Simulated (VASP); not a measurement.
# SrTe (Fm-3m) in VASP: notebook

The runs below take SrTe through single point, with PBE, HSE06, PBE-based screened hybrid.

Everything below comes from runs of VASP 6.6.1. Logs are shortened: lines on timing, memory, paths and dates and some standing lists are left out, and cuts for length are marked.

**1. The cell of the first run**

The structure is cubic, space group Fm-3m (No. 225). Conventional cell: a = 6.706 Å, b = 6.706 Å, c = 6.706 Å, α = 90.00°, β = 90.00°, γ = 90.00°. Sr (site symmetry m-3m) has 6 Te at 3.35 Å within 4.4 Å. Te (site symmetry m-3m) has 6 Sr at 3.35 Å within 4.4 Å.

**2. Single point, PBE**

Input file INCAR:

```
  ALGO = Normal
  EDIFF = 1E-6
  ENCUT = 500
  GGA = PE
  GGA_COMPAT = False
  ISIF = 2
  ISMEAR = 0
  LASPH = True
  LCHARG = False
  LREAL = False
  LWAVE = False
  NBANDS = 15
  NELM = 120
  PREC = Accurate
  SIGMA = 0.01
```

Input file KPOINTS:

```
k-points
0
Gamma
  4 4 4
```

Input file POSCAR:

```
SrTe
1.0
    0.0000000000      3.3527582052      3.3527582052
    3.3527582052      0.0000000000      3.3527582052
    3.3527582052      3.3527582052      0.0000000000
Sr Te
1 1
Direct
    0.0000000000      0.0000000000      0.0000000000
    0.5000000000      0.5000000000      0.5000000000
```

Potentials or basis: VASP PAW PBE potentials, release 64 (Sr_sv, Te).

Run with:

```console
$ cat potpaw_PBE.64/Sr_sv/POTCAR potpaw_PBE.64/Te/POTCAR > POTCAR
$ mpirun -np 1 vasp_std > vasp.out
```

OUTCAR:

```text
EDIFF = 1E-6
   ENCUT = 500
   GGA = PE
   ISIF = 2
   ISMEAR = 0
   LASPH = True
   LREAL = False
   NELM = 120
   PREC = Accurate

 ion  position               nearest neighbor table
   1  0.000  0.000  0.000-   2 3.35   2 3.35   2 3.35   2 3.35   2 3.35   2 3.35
   2  0.500  0.500  0.500-   1 3.35   1 3.35   1 3.35   1 3.35   1 3.35   1 3.35

  LATTYP: Found a face centered cubic cell.
 ALAT       =     6.7055164104

  Lattice vectors:

 A1 = (   0.0000000000,   3.3527582052,   3.3527582052)
 A2 = (   3.3527582052,   0.0000000000,   3.3527582052)
 A3 = (   3.3527582052,   3.3527582052,   0.0000000000)

Analysis of symmetry for initial positions (statically):
=====================================================================
 Subroutine PRICEL returns:
 Original cell was already a primitive cell.

 Routine SETGRP: Setting up the symmetry group for a
 face centered cubic supercell.

 Subroutine GETGRP returns: Found 48 space group operations
 (whereof 48 operations were pure point group operations)
 out of a pool of 48 trial point group operations.

The static configuration has the point symmetry O_h .

Analysis of symmetry for dynamics (positions and initial velocities):
=====================================================================
 Subroutine PRICEL returns:
 Original cell was already a primitive cell.

 Routine SETGRP: Setting up the symmetry group for a
 face centered cubic supercell.

 Subroutine GETGRP returns: Found 48 space group operations
 (whereof 48 operations were pure point group operations)
 out of a pool of 48 trial point group operations.

The dynamic configuration has the point symmetry O_h .

 Subroutine INISYM returns: Found 48 space group operations
 (whereof 48 operations are pure point group operations),
 and found     1 'primitive' translations

----------------------------------------------------------------------------------------

                                     Primitive cell

  volume of cell :      75.3766

  direct lattice vectors                    reciprocal lattice vectors
     0.000000000  3.352758205  3.352758205    -0.149130945  0.149130945  0.149130945
     3.352758205  0.000000000  3.352758205     0.149130945 -0.149130945  0.149130945
     3.352758205  3.352758205  0.000000000     0.149130945  0.149130945 -0.149130945

  length of vectors
     4.741516125  4.741516125  4.741516125     0.258302374  0.258302374  0.258302374

  position of ions in fractional coordinates (direct lattice)
     0.000000000  0.000000000  0.000000000
     0.500000000  0.500000000  0.500000000

  ion indices of the primitive-cell ions
   primitive index   ion index
                 1           1
                 2           2

----------------------------------------------------------------------------------------

 KPOINTS: k-points

Automatic generation of k-mesh.
 Grid dimensions read from file:
 generate k-points for:    4    4    4

 Generating k-lattice:

  Cartesian coordinates                     Fractional coordinates (reciprocal lattice)
    -0.037282736  0.037282736  0.037282736     0.250000000  0.000000000  0.000000000
     0.037282736 -0.037282736  0.037282736     0.000000000  0.250000000  0.000000000
     0.037282736  0.037282736 -0.037282736     0.000000000  0.000000000  0.250000000

  Length of vectors
     0.064575593  0.064575593  0.064575593

  Shift w.r.t. Gamma in fractional coordinates (k-lattice)
     0.000000000  0.000000000  0.000000000

 Subroutine IBZKPT returns following result:
 ===========================================

 Found      8 irreducible k-points:

 Following reciprocal coordinates:
            Coordinates               Weight
  0.000000  0.000000  0.000000      1.000000
  0.250000  0.000000  0.000000      8.000000
  0.500000  0.000000  0.000000      4.000000
  0.250000  0.250000  0.000000      6.000000
  0.500000  0.250000  0.000000     24.000000
 -0.250000  0.250000  0.000000     12.000000
  0.500000  0.500000  0.000000      3.000000
 -0.250000  0.500000  0.250000      6.000000
   k-points           NKPTS =      8   k-points in BZ     NKDIM =      8   number of bands    NBANDS=     15
   number of dos      NEDOS =    301   number of ions     NIONS =      2
   total plane-waves  NPLWV =  46656
   dimension x,y,z NGX =    36 NGY =   36 NGZ =   36
   dimension x,y,z NGXF=    72 NGYF=   72 NGZF=   72
   ions per type =               1   1
   NGX,Y,Z   is equivalent  to a cutoff of  12.62, 12.62, 12.62 a.u.
   NGXF,Y,Z  is equivalent  to a cutoff of  25.24, 25.24, 25.24 a.u.
 SYSTEM =  unknown system
   PREC   = accura    normal or accurate (medium, high low for compatibility)
   ISTART =      0    job   : 0-new  1-cont  2-samecut
   ICHARG =      2    charge: 1-file 2-atom 10-const
   ISPIN  =      1    spin polarized calculation?
   LNONCOLLINEAR =      F non collinear calculations
   LSORBIT =      F    spin-orbit coupling
   LASPH  =      T    aspherical Exc in radial PAW
   ENCUT  =  500.0 eV  36.75 Ry    6.06 a.u.   8.64  8.64  8.64*2*pi/ulx,y,z
   NELM   =    120;   NELMIN=  2; NELMDL= -5     # of ELM steps
   EDIFF  = 0.1E-05   stopping-criterion for ELM
   LREAL  =      F    real-space projection
   EDIFFG = 0.1E-04   stopping-criterion for IOM
   NSW    =      0    number of steps for IOM
   IBRION =     -1    ionic relax: 0-MD 1-quasi-New 2-CG
   NFREE  =      0    steps in history (QN), initial steepest desc. (CG)
   ISIF   =      2    stress and relaxation
   ISYM   =      2    0-nonsym 1-usesym 2-fastsym
   POTIM  = 0.5000    time-step for ionic-motion
   TEBEG  =    0.0;   TEEND  =   0.0 temperature during run
   PSTRESS=    0.0 pullay stress
   NELECT =      16.0000    total number of electrons
   NUPDOWN=      -1.0000    fix difference up-down
   EMIN   =  10.00;   EMAX   =-10.00  energy-range for DOS
   EFERMI =   0.00;   METHOD = LEGACY
   ISMEAR =     0;   SIGMA  =   0.01  broadening in eV -4-tet -1-fermi 0-gaus
   EFERMI_NEDOS =   21; number of points for ismear=-14 and -15
   IALGO  =     38    algorithm
   IMIX   =      4    mixing-type and parameters
     AMIX     =   0.40;   BMIX     =  1.00
     AMIX_MAG =   1.60;   BMIX_MAG =  1.00
  volume/ion in A,a.u.               =      37.69       254.33
  Fermi-wavevector in a.u.,A,eV,Ry     =   0.976568  1.845446 12.975679  0.953686
  Thomas-Fermi vector in A             =   2.107197
   LORBIT       =      0    0 simple, 1 ext, 2 COOP (PROOUT), +10 PAW based schemes
   GGA     = PE    functional components
   LHFCALC =     F    Hartree Fock is set to
   AEXX    =    0.0000 exact exchange contribution
   IVDW    =     0    specifies the selected vdW correction
   LEPSILON=     F    determine dielectric tensor
   LRPA    =     F    only Hartree local field effects (RPA)
 non-spin polarized calculation
 Gauss-broadening in eV      SIGMA  =   0.01
  energy-cutoff  :      500.00
  volume of cell :       75.38
 maximum number of plane-waves:      1924
 NGX is ok and might be reduce to    36
   NGX = 17   NGY = 17   NGZ = 17

 number of electron      16.0000000 magnetization

 Free energy of the ion-electron system (eV)
  ---------------------------------------------------
  ext. energy  EPLUGINS =         0.00000000
  ---------------------------------------------------
  free energy    TOTEN  =        -8.25443916 eV

  energy without entropy =       -8.25443916  energy(sigma->0) =       -8.25443916

 E-fermi :   2.8117     XC(G=0):  -8.4326

 val. band max:        2.7193171102   @ k =   0.0000   0.0000   0.0000
 cond. band min:       4.4576290950   @ k =   0.5000   0.5000   0.0000
 fundamental gap:      1.7383119847
 Fermi energy:         2.8117310059

 k-point     1 :       0.0000    0.0000    0.0000
  band No.  band energies     occupation
      1     -32.0281      2.00000
      2     -14.0142      2.00000
      3     -14.0142      2.00000
      4     -14.0142      2.00000
      5      -7.1957      2.00000
      6       2.7193      2.00000
      7       2.7193      2.00000
      8       2.7193      2.00000
      9       5.4805      0.00000
     10       5.9988      0.00000
     11       5.9988      0.00000
     12       5.9988      0.00000
     13       6.6238      0.00000
     14       6.6238      0.00000
     15      10.2116      0.00000

 k-point     2 :       0.2500    0.0000    0.0000
  band No.  band energies     occupation
      1     -32.0262      2.00000
      2     -14.0727      2.00000
      3     -14.0170      2.00000
      4     -14.0170      2.00000
      5      -6.9105      2.00000
      6       1.0148      2.00000
      7       2.0892      2.00000
      8       2.0892      2.00000
      9       5.9327      0.00000
     10       6.7194      0.00000
     11       6.7194      0.00000
     12       7.7810      0.00000
     13       8.0311      0.00000
     14       8.0311      0.00000
     15      10.9484      0.00000

 k-point     3 :       0.5000    0.0000    0.0000
  band No.  band energies     occupation
      1     -32.0243      2.00000
      2     -14.1290      2.00000
      3     -14.0197      2.00000
      4     -14.0197      2.00000
      5      -6.5929      2.00000
      6      -0.0552      2.00000
      7       1.6467      2.00000
      8       1.6467      2.00000
      9       6.5677      0.00000
     10       7.8342      0.00000
     11       8.0139      0.00000
     12       8.0139      0.00000
     13       9.3495      0.00000
     14       9.3495      0.00000
     15      10.4574      0.00000
[... 55 lines left out ...]
 k-point     7 :       0.5000    0.5000    0.0000
  band No.  band energies     occupation
      1     -32.0229      2.00000
      2     -14.0922      2.00000
      3     -14.0459      2.00000
      4     -14.0459      2.00000
      5      -6.7624      2.00000
      6       0.7735      2.00000
      7       1.9903      2.00000
      8       1.9903      2.00000
      9       4.4576      0.00000
     10       6.5472      0.00000
     11       7.5040      0.00000
     12       8.7277      0.00000
     13       8.8029      0.00000
     14       8.8029      0.00000
     15      11.2378      0.00000

 k-point     8 :      -0.2500    0.5000    0.2500
  band No.  band energies     occupation
      1     -32.0229      2.00000
      2     -14.0690      2.00000
      3     -14.0690      2.00000
      4     -14.0531      2.00000
      5      -6.6686      2.00000
      6       1.1750      2.00000
      7       1.1750      2.00000
      8       1.2377      2.00000
      9       6.6339      0.00000
     10       6.6339      0.00000
     11       7.1331      0.00000
     12       8.3572      0.00000
     13       8.8131      0.00000
     14      10.2482      0.00000
     15      10.8329      0.00000

------------------------ aborting loop because EDIFF is reached ----------------------------------------

  FORCE on cell =-STRESS in cart. coord.  units (eV):
  Direction    XX          YY          ZZ          XY          YZ          ZX
  --------------------------------------------------------------------------------------
  -------------------------------------------------------------------------------------
  Total        0.1663500      0.1663500      0.1663500      0.0000000      0.0000000     -0.0000000
  in kB        3.5358735      3.5358735      3.5358735      0.0000000      0.0000000     -0.0000000
  external PRESSURE =       3.5358735 kB  Pullay stress =       0.0000000 kB

 VOLUME and BASIS-vectors are now :
 -----------------------------------------------------------------------------
  energy-cutoff  :      500.00
  volume of cell :       75.38
      direct lattice vectors                 reciprocal lattice vectors
     0.000000000  3.352758205  3.352758205    -0.149130945  0.149130945  0.149130945
     3.352758205  0.000000000  3.352758205     0.149130945 -0.149130945  0.149130945
     3.352758205  3.352758205  0.000000000     0.149130945  0.149130945 -0.149130945

 POSITION                                       TOTAL-FORCE (eV/Angst)
 -----------------------------------------------------------------------------------
      0.00000      0.00000      0.00000         0.000000     -0.000000      0.000000
      3.35276      3.35276      3.35276        -0.000000      0.000000     -0.000000
 -----------------------------------------------------------------------------------
    total drift:                                0.000000      0.000000      0.000000

  FREE ENERGIE OF THE ION-ELECTRON SYSTEM (eV)
  ---------------------------------------------------
  free  energy   TOTEN  =        -8.2544391610 eV

  energy  without entropy=       -8.2544391610  energy(sigma->0) =       -8.25443916
```

It took 6.8 s on 1 thread of Intel Xeon Platinum 8488C (Sapphire Rapids), shared host; peak memory 0.2 GiB.

Results:

* Free energy: -8.2544 eV
* Pressure: 0.4 GPa
* Band gap on the k mesh: 1.74 eV, indirect (least direct gap 2.47 eV)

Caveat: spin-orbit coupling is left out, which moves the levels of the heavy elements. Expect the measured gap to be larger: semilocal functionals such as PBE lack the derivative discontinuity.

[end of part 1 of 2]
